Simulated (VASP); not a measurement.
# Y2LuN3 (P-3m1) in VASP: a series of runs, part 2 of 2

VASP 6.6.1. The steps go on from the part before.

## 4. Single point, PBE (14.77 Å³/atom)

This run uses another cell than the first one, of 14.77 Å³/atom.

INCAR reads:

```
SYSTEM = Y2LuN3
PREC = Accurate ; ENCUT = 520
EDIFF = 1E-7 ; ISMEAR = 0
SIGMA = 0.01 ; LREAL = .FALSE.
LASPH = .TRUE. ; NELM = 100
ALGO = Normal ; ISIF = 2
LWAVE = .FALSE. ; LCHARG = .TRUE.
GGA = PE ; LELF = .TRUE.
LVHAR = .TRUE. ; NBANDS = 40
```

KPOINTS reads:

```
Automatic mesh
0
G
  12 12 4
  0 0 0
```

POSCAR reads:

```
Y2LuN3
1.0
    3.4692159062      0.0000000291      0.0000000000
   -1.7346079783      3.0044290914      0.0000000000
    0.0000000000      0.0000000000      8.4996228491
Y Lu N
2 1 3
Direct
    0.3333333333      0.6666666667      0.6689918715
    0.6666666667      0.3333333333      0.3310081285
    0.0000000000      0.0000000000      0.0000000000
    0.3333333333      0.6666666667      0.1619458797
    0.6666666667      0.3333333333      0.8380541203
    0.0000000000      0.0000000000      0.5000000000
```

Potentials or basis: VASP PAW PBE potentials, release 64 (Y_sv, Lu, N).

Started as:

```sh
cat potpaw_PBE.64/Y_sv/POTCAR potpaw_PBE.64/Lu/POTCAR potpaw_PBE.64/N/POTCAR > POTCAR
mpirun -np 1 vasp_std > vasp.out
```

OUTCAR:

```text
SYSTEM = Y2LuN3
   PREC = Accurate
   ENCUT = 520
   EDIFF = 1E-7
   ISMEAR = 0
   LREAL = .FALSE.
   LASPH = .TRUE.
   NELM = 100
   ISIF = 2
   GGA = PE

 ion  position               nearest neighbor table
   1  0.333  0.667  0.669-   6 2.46   6 2.46   6 2.46   5 2.47   5 2.47   5 2.47   3 3.45   3 3.45
                             3 3.45   2 3.50   2 3.50   2 3.50
   2  0.667  0.333  0.331-   6 2.46   6 2.46   6 2.46   4 2.47   4 2.47   4 2.47   3 3.45   3 3.45
                             3 3.45   1 3.50   1 3.50   1 3.50
   3  0.000  0.000  0.000-   4 2.43   5 2.43   4 2.43   5 2.43   5 2.43   4 2.43   1 3.45   2 3.45
                             1 3.45   2 3.45   1 3.45   2 3.45
   4  0.333  0.667  0.162-   3 2.43   3 2.43   3 2.43   2 2.47   2 2.47   2 2.47
   5  0.667  0.333  0.838-   3 2.43   3 2.43   3 2.43   1 2.47   1 2.47   1 2.47
   6  0.000  0.000  0.500-   1 2.46   2 2.46   1 2.46   2 2.46   2 2.46   1 2.46

  LATTYP: Found a hexagonal cell.
 ALAT       =     3.4692159062
 C/A-ratio  =     2.4500126481

  Lattice vectors:

 A1 = (   3.4692159062,   0.0000000291,   0.0000000000)
 A2 = (  -1.7346079783,   3.0044290914,   0.0000000000)
 A3 = (   0.0000000000,   0.0000000000,   8.4996228491)

Analysis of symmetry for initial positions (statically):
=====================================================================
 Subroutine PRICEL returns:
 Original cell was already a primitive cell.

 Routine SETGRP: Setting up the symmetry group for a
 hexagonal supercell.

 Subroutine GETGRP returns: Found 12 space group operations
 (whereof 12 operations were pure point group operations)
 out of a pool of 24 trial point group operations.

The static configuration has the point symmetry D_3d.

Analysis of symmetry for dynamics (positions and initial velocities):
=====================================================================
 Subroutine PRICEL returns:
 Original cell was already a primitive cell.

 Routine SETGRP: Setting up the symmetry group for a
 hexagonal supercell.

 Subroutine GETGRP returns: Found 12 space group operations
 (whereof 12 operations were pure point group operations)
 out of a pool of 24 trial point group operations.

The dynamic configuration has the point symmetry D_3d.

 Subroutine INISYM returns: Found 12 space group operations
 (whereof 12 operations are pure point group operations),
 and found     1 'primitive' translations

----------------------------------------------------------------------------------------

                                     Primitive cell

  volume of cell :      88.5917

  direct lattice vectors                    reciprocal lattice vectors
     3.469215906  0.000000029  0.000000000     0.288249571  0.166420970  0.000000000
    -1.734607978  3.004429091  0.000000000    -0.000000003  0.332841936  0.000000000
     0.000000000  0.000000000  8.499622849     0.000000000  0.000000000  0.117652279

  length of vectors
     3.469215906  3.469215906  8.499622849     0.332841936  0.332841936  0.117652279

  position of ions in fractional coordinates (direct lattice)
     0.333333333  0.666666667  0.668991871
     0.666666667  0.333333333  0.331008129
     0.000000000  0.000000000  0.000000000
     0.333333333  0.666666667  0.161945880
     0.666666667  0.333333333  0.838054120
[... 42 lines left out ...]
  0.250000  0.000000  0.000000      6.000000
  0.333333  0.000000  0.000000      6.000000
  0.416667 -0.000000  0.000000      6.000000
[... 16 lines left out ...]
  0.166667 -0.000000  0.250000      6.000000
 -0.000000  0.166667  0.250000      6.000000
 [... further k-points ...]
   k-points           NKPTS =     69   k-points in BZ     NKDIM =     69   number of bands    NBANDS=     40
   number of dos      NEDOS =    301   number of ions     NIONS =      6
   total plane-waves  NPLWV =  50176
   dimension x,y,z NGX =    28 NGY =   28 NGZ =   64
   dimension x,y,z NGXF=    56 NGYF=   56 NGZF=  128
   ions per type =               2   1   3
   NGX,Y,Z   is equivalent  to a cutoff of  13.42, 13.42, 12.52 a.u.
   NGXF,Y,Z  is equivalent  to a cutoff of  26.84, 26.84, 25.04 a.u.
 SYSTEM =  Y2LuN3
   PREC   = accura    normal or accurate (medium, high low for compatibility)
   ISTART =      0    job   : 0-new  1-cont  2-samecut
   ICHARG =      2    charge: 1-file 2-atom 10-const
   ISPIN  =      1    spin polarized calculation?
   LNONCOLLINEAR =      F non collinear calculations
   LSORBIT =      F    spin-orbit coupling
   LASPH  =      T    aspherical Exc in radial PAW
   ENCUT  =  520.0 eV  38.22 Ry    6.18 a.u.   6.45  6.45 15.80*2*pi/ulx,y,z
   NELM   =    100;   NELMIN=  2; NELMDL= -5     # of ELM steps
   EDIFF  = 0.1E-06   stopping-criterion for ELM
   LREAL  =      F    real-space projection
   EDIFFG = 0.1E-05   stopping-criterion for IOM
   NSW    =      0    number of steps for IOM
   IBRION =     -1    ionic relax: 0-MD 1-quasi-New 2-CG
   NFREE  =      0    steps in history (QN), initial steepest desc. (CG)
   ISIF   =      2    stress and relaxation
   ISYM   =      2    0-nonsym 1-usesym 2-fastsym
   POTIM  = 0.5000    time-step for ionic-motion
   TEBEG  =    0.0;   TEEND  =   0.0 temperature during run
   PSTRESS=    0.0 pullay stress
   NELECT =      62.0000    total number of electrons
   NUPDOWN=      -1.0000    fix difference up-down
   EMIN   =  10.00;   EMAX   =-10.00  energy-range for DOS
   EFERMI =   0.00;   METHOD = LEGACY
   ISMEAR =     0;   SIGMA  =   0.01  broadening in eV -4-tet -1-fermi 0-gaus
   EFERMI_NEDOS =   21; number of points for ismear=-14 and -15
   IALGO  =     38    algorithm
   IMIX   =      4    mixing-type and parameters
     AMIX     =   0.40;   BMIX     =  1.00
     AMIX_MAG =   1.60;   BMIX_MAG =  1.00
  volume/ion in A,a.u.               =      14.77        99.64
  Fermi-wavevector in a.u.,A,eV,Ry     =   1.453476  2.746671 28.743550  2.112591
  Thomas-Fermi vector in A             =   2.570738
   LORBIT       =      0    0 simple, 1 ext, 2 COOP (PROOUT), +10 PAW based schemes
   GGA     = PE    functional components
   LHFCALC =     F    Hartree Fock is set to
   AEXX    =    0.0000 exact exchange contribution
   IVDW    =     0    specifies the selected vdW correction
   LEPSILON=     F    determine dielectric tensor
   LRPA    =     F    only Hartree local field effects (RPA)
 non-spin polarized calculation
 Gauss-broadening in eV      SIGMA  =   0.01
  energy-cutoff  :      520.00
  volume of cell :       88.59
 maximum number of plane-waves:      2431
 NGX is ok and might be reduce to    28
   NGX = 13   NGY = 13   NGZ = 31

 number of electron      61.9999990 magnetization

 Free energy of the ion-electron system (eV)
  ---------------------------------------------------
  ext. energy  EPLUGINS =         0.00000000
  ---------------------------------------------------
  free energy    TOTEN  =       -52.79646140 eV

  energy without entropy =      -52.79646140  energy(sigma->0) =      -52.79646140

 E-fermi :   3.8594     XC(G=0): -11.4499

 val. band max:        3.7506636260   @ k =   0.0000   0.0000   0.0000
 cond. band min:       3.9191080624   @ k =   0.5000   0.0000   0.0000
 fundamental gap:      0.1684444364
 Fermi energy:         3.8593815194

 k-point     1 :       0.0000    0.0000    0.0000
  band No.  band energies     occupation
      1     -50.8246      2.00000
      2     -37.2867      2.00000
      3     -37.2364      2.00000
      4     -21.6808      2.00000
      5     -21.3497      2.00000
      6     -21.3497      2.00000
[... 1021 lines left out ...]
     39       9.1637      0.00000
     40       9.2120      0.00000

 [... further k-points ...]

------------------------ aborting loop because EDIFF is reached ----------------------------------------

  FORCE on cell =-STRESS in cart. coord.  units (eV):
  Direction    XX          YY          ZZ          XY          YZ          ZX
  --------------------------------------------------------------------------------------
  -------------------------------------------------------------------------------------
  Total       -2.4253096     -2.4253096     -2.4465368     -0.0000000     -0.0000000      0.0000000
  in kB      -43.8616352    -43.8616352    -44.2455293     -0.0000000     -0.0000000      0.0000000
  external PRESSURE =     -43.9895999 kB  Pullay stress =       0.0000000 kB

 VOLUME and BASIS-vectors are now :
 -----------------------------------------------------------------------------
  energy-cutoff  :      520.00
  volume of cell :       88.59
      direct lattice vectors                 reciprocal lattice vectors
     3.469215906  0.000000029  0.000000000     0.288249571  0.166420970  0.000000000
    -1.734607978  3.004429091  0.000000000    -0.000000003  0.332841936  0.000000000
     0.000000000  0.000000000  8.499622849     0.000000000  0.000000000  0.117652279

 POSITION                                       TOTAL-FORCE (eV/Angst)
 -----------------------------------------------------------------------------------
     -0.00000      2.00295      5.68618         0.000000      0.000000     -0.012611
      1.73461      1.00148      2.81344        -0.000000     -0.000000      0.012611
      0.00000      0.00000      0.00000         0.000000      0.000000      0.000000
     -0.00000      2.00295      1.37648         0.000000      0.000000      0.040349
      1.73461      1.00148      7.12314        -0.000000     -0.000000     -0.040349
      0.00000      0.00000      4.24981         0.000000      0.000000      0.000000
 -----------------------------------------------------------------------------------
    total drift:                               -0.000000     -0.000000     -0.000000

  FREE ENERGIE OF THE ION-ELECTRON SYSTEM (eV)
  ---------------------------------------------------
  free  energy   TOTEN  =       -52.7964614005 eV

  energy  without entropy=      -52.7964614005  energy(sigma->0) =      -52.79646140
```

It took 3 min on 1 thread of Intel Xeon 6975P-C (Granite Rapids), shared host; peak memory 0.4 GiB.

Results:

| Item | Value |
| --- | --- |
| Free energy | -52.7965 eV |
| Pressure | -4.4 GPa |
| Largest force | 0.040 eV/Å |
| Band gap on the k mesh | 0.17 eV (least direct gap 0.67 eV) |

Forces in eV/Å, atoms in the order of the input:
```
Y    0.000  0.000 -0.013
Y    0.000  0.000  0.013
Lu   0.000  0.000  0.000
N    0.000  0.000  0.040
N    0.000  0.000 -0.040
N    0.000  0.000  0.000
```

Levels at points of the mesh, in eV from the valence-band top:
```
           k point  band 27  band 28  band 29  band 30  band 31  band 32  band 33  band 34  band 35  band 36
(0.00, 0.00, 0.00)    -1.78    -1.78     0.00     0.00     0.00     3.07     3.10     3.10     3.49     4.10
(0.50, 0.00, 0.00)    -1.93    -1.86    -1.80    -0.50    -0.50     0.17     3.69     4.00     5.90     5.98
(0.00, 0.00, 0.50)    -1.29    -0.87    -0.87    -0.70    -0.70     3.17     3.33     3.66     3.66     3.84
(0.50, 0.00, 0.50)    -2.23    -1.56    -1.52    -1.02    -1.01     1.49     1.58     5.59     6.28     6.32
```

Caveat: the cell stands under tension; semilocal functionals underestimate gaps, and a narrow one can read as zero; spin-orbit coupling is left out, which moves the levels of the heavy elements.

## 5. Summary

| task | cell | k mesh | cutoff (eV) | smearing | gap on the mesh (eV) | pressure (GPa) | largest force (eV/Å) |
| --- | --- | --- | --- | --- | --- | --- | --- |
| relaxation of shape and atoms at fixed volume | relaxed from a = 3.503, b = 3.503, c = 8.581 Å, angles 90.0, 90.0, 120.0°, 6 atoms, atomic positions A | 12 × 12 × 4 | 600 | gaussian 0.01 eV | 0.23 | -8.4 | - |
| single point | a = 3.435, b = 3.435, c = 16.832 Å, angles 90.0, 90.0, 120.0°, 12 atoms, atomic positions B | 6 × 6 × 2 | 520 | gaussian 0.2 eV | 0.10 | 0.2 | 0.05 |
| single point | a = 3.469, b = 3.469, c = 8.500 Å, angles 90.0, 90.0, 120.0°, 6 atoms, atomic positions A | 12 × 12 × 4 | 520 | gaussian 0.01 eV | 0.17 | -4.4 | 0.04 |

Alike in all rows: level PBE; potentials or basis VASP PAW PBE potentials, release 64 (Y_sv, Lu, N); no spin polarisation.

Caveats: semilocal functionals underestimate gaps, and a narrow one can read as zero; spin-orbit coupling is left out, which moves the levels of the heavy elements; the cell stands under tension (at least some runs).

Total energies depend on the potentials used, so only differences within one code and one set of settings carry meaning.
